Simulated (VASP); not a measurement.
Set up this calculation in VASP 6.6.1, as the native input.

| Item | Value |
| --- | --- |
| Task | single point |
| Functional | PBEsol |
| Potentials or basis | VASP PAW PBE potentials, release 64 (Pd) |
| Cutoff | 520 eV |
| k mesh | 18 × 18 × 18 |
| Occupations | fermi-dirac, width 0.05 eV |
| Spin | no spin polarisation |
| Dipole correction | no |
| Further INCAR settings | ALGO = Normal; EDIFF = 1e-07; NBANDS = 11 |

The structure of Pd lies in POSCAR:

```
Pd
1.0
    0.0000000000      1.9449000000      1.9643490000
    1.9449000000      0.0000000000      1.9643490000
    1.9449000000      1.9449000000      0.0000000000
Pd
1
Direct
    0.0000000000      0.0000000000      0.0000000000
```

This cell differs from its parent crystal: zz strain of +1 %.

These files were run (other wordings do the same):

INCAR

```
PREC     = Accurate       # precision mode
ENCUT    = 520            # plane-wave cutoff, eV
EDIFF    = 1E-7           # SCF threshold, eV
ISMEAR   = -1             # smearing method
SIGMA    = 0.05           # smearing width, eV
LREAL    = False          # projectors in reciprocal space
LASPH    = True           # aspherical terms in the spheres
NELM     = 60             # most SCF steps
ALGO     = Normal         # electronic algorithm
ISIF     = 2              # what is computed and relaxed
LWAVE    = False          # write WAVECAR
LCHARG   = False          # write CHGCAR
GGA      = PS             # functional
NBANDS   = 11             # bands
```

KPOINTS

```
Automatic mesh
0
Gamma
  18 18 18
```

Potentials or basis: VASP PAW PBE potentials, release 64 (Pd).

The run is started by

```sh
$ cat potpaw_PBE.64/Pd/POTCAR > POTCAR
$ mpirun -np 1 vasp_std > vasp.out
```

It gave:

```json
{"Pressure": "-4.4 GPa", "Band gap on the k mesh": "zero (bands 5 and 6 overlap by 1.56 eV)"}
```

Caveat: the cell differs from its parent crystal (zz strain of +1 %); the cell stands under tension; the PAW data sets were made with another functional, which shifts forces and pressure a little.

Run time: 46 s on 1 thread of AMD EPYC 9R45 96-Core Processor (Zen 5), with other jobs on the host, peak memory 0.17 GiB.
